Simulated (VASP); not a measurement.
# KCl (P4/mmm) in VASP: further runs

The runs below take KCl through electric field gradients, with PBEsol.

All numbers are computed with VASP 6.6.1; they aren't measurements. Logs are shortened: lines on timing, memory, paths and dates and some standing lists are left out, and cuts for length are marked.

## 1. The cell of the first run

Symmetry: P4/mmm, No. 123, tetragonal system. Conventional cell: a = 3.634 Å, b = 3.634 Å, c = 3.598 Å, α = 90.00°, β = 90.00°, γ = 90.00°. K (site symmetry 4/mmm) has 8 Cl at 3.14 Å and 6 K at 3.60 to 3.63 Å within 4.1 Å. Within 4.1 Å of Cl (site symmetry 4/mmm) lie 8 K at 3.14 Å and 6 Cl at 3.60 to 3.63 Å.

## 2. Electric field gradients, PBEsol (zz strain of -1 %)

INCAR reads:

```
SYSTEM = KCl
ALGO = Normal
EDIFF = 1E-8
ENCUT = 520
GGA = PS
ISIF = 2
ISMEAR = -1
LASPH = .TRUE.
LCHARG = .FALSE.
LEFG = .TRUE.
LREAL = .FALSE.
LWAVE = .FALSE.
NBANDS = 15
NELM = 100
PREC = Accurate
SIGMA = 0.01
```

KPOINTS reads:

```
k-points
0
G
  7 7 7
  0 0 0
```

POSCAR reads:

```
KCl
1.0
    3.6340000000      0.0000000000      0.0000000000
    0.0000000000      3.6340000000      0.0000000000
    0.0000000000      0.0000000000      3.5976600000
K Cl
1 1
Direct
    0.0000000000      0.0000000000      0.0000000000
    0.5000000000      0.5000000000      0.5000000000
```

Potentials or basis: VASP PAW PBE potentials, release 64 (K_sv, Cl).

Launch:

```
$ cat potpaw_PBE.64/K_sv/POTCAR potpaw_PBE.64/Cl/POTCAR > POTCAR
$ mpirun -np 1 vasp_std > vasp.out
```

OUTCAR:

```text
SYSTEM = KCl
   EDIFF = 1E-8
   ENCUT = 520
   GGA = PS
   ISIF = 2
   ISMEAR = -1
   LASPH = .TRUE.
   LREAL = .FALSE.
   NELM = 100
   PREC = Accurate

 ion  position               nearest neighbor table
   1  0.000  0.000  0.000-   2 3.14   2 3.14   2 3.14   2 3.14   2 3.14   2 3.14   2 3.14   2 3.14

   2  0.500  0.500  0.500-   1 3.14   1 3.14   1 3.14   1 3.14   1 3.14   1 3.14   1 3.14   1 3.14

  LATTYP: Found a simple tetragonal cell.
 ALAT       =     3.6340000000
 C/A-ratio  =     0.9900000000

  Lattice vectors:

 A1 = (   3.6340000000,   0.0000000000,   0.0000000000)
 A2 = (   0.0000000000,   3.6340000000,   0.0000000000)
 A3 = (   0.0000000000,   0.0000000000,   3.5976600000)

Analysis of symmetry for initial positions (statically):
=====================================================================
 Subroutine PRICEL returns:
 Original cell was already a primitive cell.

 Routine SETGRP: Setting up the symmetry group for a
 simple tetragonal supercell.

 Subroutine GETGRP returns: Found 16 space group operations
 (whereof 16 operations were pure point group operations)
 out of a pool of 16 trial point group operations.

The static configuration has the point symmetry D_4h.

Analysis of symmetry for dynamics (positions and initial velocities):
=====================================================================
 Subroutine PRICEL returns:
 Original cell was already a primitive cell.

 Routine SETGRP: Setting up the symmetry group for a
 simple tetragonal supercell.

 Subroutine GETGRP returns: Found 16 space group operations
 (whereof 16 operations were pure point group operations)
 out of a pool of 16 trial point group operations.

The dynamic configuration has the point symmetry D_4h.

 Subroutine INISYM returns: Found 16 space group operations
 (whereof 16 operations are pure point group operations),
 and found     1 'primitive' translations

----------------------------------------------------------------------------------------

                                     Primitive cell

  volume of cell :      47.5105

  direct lattice vectors                    reciprocal lattice vectors
     3.634000000  0.000000000  0.000000000     0.275178866  0.000000000  0.000000000
     0.000000000  3.634000000  0.000000000     0.000000000  0.275178866  0.000000000
     0.000000000  0.000000000  3.597660000     0.000000000  0.000000000  0.277958451

  length of vectors
     3.634000000  3.634000000  3.597660000     0.275178866  0.275178866  0.277958451

  position of ions in fractional coordinates (direct lattice)
     0.000000000  0.000000000  0.000000000
     0.500000000  0.500000000  0.500000000

  ion indices of the primitive-cell ions
   primitive index   ion index
                 1           1
                 2           2

----------------------------------------------------------------------------------------

 KPOINTS: k-points

Automatic generation of k-mesh.
 Grid dimensions read from file:
 generate k-points for:    7    7    7

 Generating k-lattice:

  Cartesian coordinates                     Fractional coordinates (reciprocal lattice)
     0.039311267  0.000000000  0.000000000     0.142857143  0.000000000  0.000000000
     0.000000000  0.039311267  0.000000000     0.000000000  0.142857143  0.000000000
     0.000000000  0.000000000  0.039708350     0.000000000  0.000000000  0.142857143

  Length of vectors
     0.039311267  0.039311267  0.039708350

  Shift w.r.t. Gamma in fractional coordinates (k-lattice)
     0.000000000  0.000000000  0.000000000

 Subroutine IBZKPT returns following result:
 ===========================================

 Found     40 irreducible k-points:

 Following reciprocal coordinates:
            Coordinates               Weight
  0.000000  0.000000  0.000000      1.000000
  0.142857  0.000000  0.000000      4.000000
  0.285714  0.000000  0.000000      4.000000
  0.428571  0.000000  0.000000      4.000000
  0.142857  0.142857  0.000000      4.000000
  0.285714  0.142857  0.000000      8.000000
[... 16 lines left out ...]
  0.285714  0.000000  0.285714      8.000000
  0.428571  0.000000  0.285714      8.000000
 [... further k-points ...]
   k-points           NKPTS =     40   k-points in BZ     NKDIM =     40   number of bands    NBANDS=     15
   number of dos      NEDOS =    301   number of ions     NIONS =      2
   total plane-waves  NPLWV =  21952
   dimension x,y,z NGX =    28 NGY =   28 NGZ =   28
   dimension x,y,z NGXF=    56 NGYF=   56 NGZF=   56
   ions per type =               1   1
   NGX,Y,Z   is equivalent  to a cutoff of  12.81, 12.81, 12.94 a.u.
   NGXF,Y,Z  is equivalent  to a cutoff of  25.62, 25.62, 25.88 a.u.
 SYSTEM =  KCl
   PREC   = accura    normal or accurate (medium, high low for compatibility)
   ISTART =      0    job   : 0-new  1-cont  2-samecut
   ICHARG =      2    charge: 1-file 2-atom 10-const
   ISPIN  =      1    spin polarized calculation?
   LNONCOLLINEAR =      F non collinear calculations
   LSORBIT =      F    spin-orbit coupling
   LASPH  =      T    aspherical Exc in radial PAW
   ENCUT  =  520.0 eV  38.22 Ry    6.18 a.u.   6.76  6.76  6.69*2*pi/ulx,y,z
   NELM   =    100;   NELMIN=  2; NELMDL= -5     # of ELM steps
   EDIFF  = 0.1E-07   stopping-criterion for ELM
   LREAL  =      F    real-space projection
   EDIFFG = 0.1E-06   stopping-criterion for IOM
   NSW    =      0    number of steps for IOM
   IBRION =     -1    ionic relax: 0-MD 1-quasi-New 2-CG
   NFREE  =      0    steps in history (QN), initial steepest desc. (CG)
   ISIF   =      2    stress and relaxation
   ISYM   =      2    0-nonsym 1-usesym 2-fastsym
   POTIM  = 0.5000    time-step for ionic-motion
   TEBEG  =    0.0;   TEEND  =   0.0 temperature during run
   PSTRESS=    0.0 pullay stress
   NELECT =      16.0000    total number of electrons
   NUPDOWN=      -1.0000    fix difference up-down
   EMIN   =  10.00;   EMAX   =-10.00  energy-range for DOS
   EFERMI =   0.00;   METHOD = LEGACY
   ISMEAR =    -1;   SIGMA  =   0.01  broadening in eV -4-tet -1-fermi 0-gaus
   EFERMI_NEDOS =   21; number of points for ismear=-14 and -15
   IALGO  =     38    algorithm
   IMIX   =      4    mixing-type and parameters
     AMIX     =   0.40;   BMIX     =  1.00
     AMIX_MAG =   1.60;   BMIX_MAG =  1.00
  volume/ion in A,a.u.               =      23.76       160.31
  Fermi-wavevector in a.u.,A,eV,Ry     =   1.138985  2.152370 17.650672  1.297288
  Thomas-Fermi vector in A             =   2.275689
   LORBIT       =      0    0 simple, 1 ext, 2 COOP (PROOUT), +10 PAW based schemes
   GGA     = PS    functional components
   LHFCALC =     F    Hartree Fock is set to
   AEXX    =    0.0000 exact exchange contribution
   IVDW    =     0    specifies the selected vdW correction
   LEPSILON=     F    determine dielectric tensor
   LRPA    =     F    only Hartree local field effects (RPA)
 non-spin polarized calculation
  energy-cutoff  :      520.00
  volume of cell :       47.51
 maximum number of plane-waves:      1301
 NGX is ok and might be reduce to    28
   NGX = 13   NGY = 13   NGZ = 13

 number of electron      16.0000003 magnetization

 Free energy of the ion-electron system (eV)
  ---------------------------------------------------
  ext. energy  EPLUGINS =         0.00000000
  ---------------------------------------------------
  free energy    TOTEN  =        -6.87615370 eV

  energy without entropy =       -6.87615370  energy(sigma->0) =       -6.87615370

 E-fermi :   0.2534     XC(G=0):  -9.0779

 val. band max:        0.0599741344   @ k =   0.4286   0.4286   0.0000
 cond. band min:       5.4698699776   @ k =   0.0000   0.0000   0.0000
 fundamental gap:      5.4098958432
 Fermi energy:         0.2533544494

 k-point     1 :       0.0000    0.0000    0.0000
  band No.  band energies     occupation
      1     -27.5869      2.00000
      2     -12.8733      2.00000
      3     -10.9982      2.00000
      4     -10.9982      2.00000
      5     -10.9864      2.00000
      6      -0.2051      2.00000
      7      -0.2051      2.00000
      8      -0.1396      2.00000
      9       5.4699      0.00000
     10       6.2277      0.00000
     11       6.2804      0.00000
     12      11.0533      0.00000
     13      11.1405      0.00000
     14      11.1405      0.00000
     15      14.2456      0.00000
[... 397 lines left out ...]
 k-point    24 :       0.4286    0.0000    0.2857
  band No.  band energies     occupation
      1     -27.5234      2.00000
      2     -12.7902      2.00000
      3     -11.2494      2.00000
      4     -11.0447      2.00000
      5     -10.9122      2.00000
      6      -1.7156      2.00000
      7      -1.0529      2.00000
      8      -0.1031      2.00000
      9       7.0076      0.00000
     10       7.7918      0.00000
     11       9.5196      0.00000
     12       9.9376      0.00000
     13      10.0722      0.00000
     14      11.3152      0.00000
     15      12.8522      0.00000

 [... further k-points ...]
[... 5 lines left out ...]
  --------------------------------------------------------------------------------------
  -------------------------------------------------------------------------------------
  Total        0.7548273      0.7548273      0.9085254      0.0000000      0.0000000      0.0000000
  in kB       25.4547130     25.4547130     30.6378068      0.0000000      0.0000000      0.0000000
  external PRESSURE =      27.1824109 kB  Pullay stress =       0.0000000 kB

 VOLUME and BASIS-vectors are now :
 -----------------------------------------------------------------------------
  energy-cutoff  :      520.00
  volume of cell :       47.51
      direct lattice vectors                 reciprocal lattice vectors
     3.634000000  0.000000000  0.000000000     0.275178866  0.000000000  0.000000000
     0.000000000  3.634000000  0.000000000     0.000000000  0.275178866  0.000000000
     0.000000000  0.000000000  3.597660000     0.000000000  0.000000000  0.277958451

 POSITION                                       TOTAL-FORCE (eV/Angst)
 -----------------------------------------------------------------------------------
      0.00000      0.00000      0.00000         0.000000      0.000000      0.000000
      1.81700      1.81700      1.79883         0.000000      0.000000      0.000000
 -----------------------------------------------------------------------------------
    total drift:                               -0.000000      0.000000      0.000000

  FREE ENERGIE OF THE ION-ELECTRON SYSTEM (eV)
  ---------------------------------------------------
  free  energy   TOTEN  =        -6.8761537004 eV

  energy  without entropy=       -6.8761537004  energy(sigma->0) =       -6.87615370

 Electric field gradients (V/A^2)
---------------------------------------------------------------------
 ion       V_xx      V_yy      V_zz      V_xy      V_xz      V_yz
---------------------------------------------------------------------
   1      -0.682    -0.682     1.365    -0.000    -0.000     0.000
   2       1.310     1.310    -2.620     0.000     0.000    -0.000
---------------------------------------------------------------------

 Electric field gradients after diagonalization (V/A^2)
 (convention: |V_zz| > |V_xx| > |V_yy|)
----------------------------------------------------------------------
 ion       V_xx      V_yy      V_zz     asymmetry (V_yy - V_xx)/ V_zz
----------------------------------------------------------------------
   1      -0.682    -0.682     1.365       0.000
   2       1.310     1.310    -2.620       0.000
----------------------------------------------------------------------

           NMR quadrupolar parameters

 Cq : quadrupolar parameter    Cq=e*Q*V_zz/h
 eta: asymmetry parameters     (V_yy - V_xx)/ V_zz
 Q  : nuclear electric quadrupole moment in mb (millibarn)
----------------------------------------------------------------------
 ion       Cq(MHz)       eta       Q (mb)
----------------------------------------------------------------------
   1       0.003       0.000       1.000
   2      -0.006       0.000       1.000
----------------------------------------------------------------------
```

Run time: 57 s. Hardware: 1 thread of Intel Xeon Platinum 8259CL at 2.50GHz (Skylake/Cascade Lake), shared host; peak memory 0.17 GiB.

Results:

```
Free energy            : -6.8762 eV
Pressure               : 2.7 GPa
Band gap on the k mesh : 5.41 eV, indirect (least direct gap 5.61 eV)
```

Levels at points of the mesh, in eV from the valence-band top:
| k point | band 6 | band 7 | band 8 | band 9 | band 10 | band 11 |
| --- | --- | --- | --- | --- | --- | --- |
| (0.00, 0.00, 0.00) | -0.27 | -0.27 | -0.20 | 5.41 | 6.17 | 6.22 |

Electric field gradients, principal values (V/Å²):
```csv
atom,least,middle,greatest (by size)
1 K,-0.682,-0.682,1.365
2 Cl,1.310,1.310,-2.620
```

Caveat: the cell differs from its parent crystal (zz strain of -1 %); without QUAD_EFG the Cq values of the log hold for a quadrupole moment of 1 mb, not for the nuclei; the PAW data sets were made with another functional, which shifts forces and pressure a little. A k mesh can miss the band edges.

(Continued in part 2 of 2.)
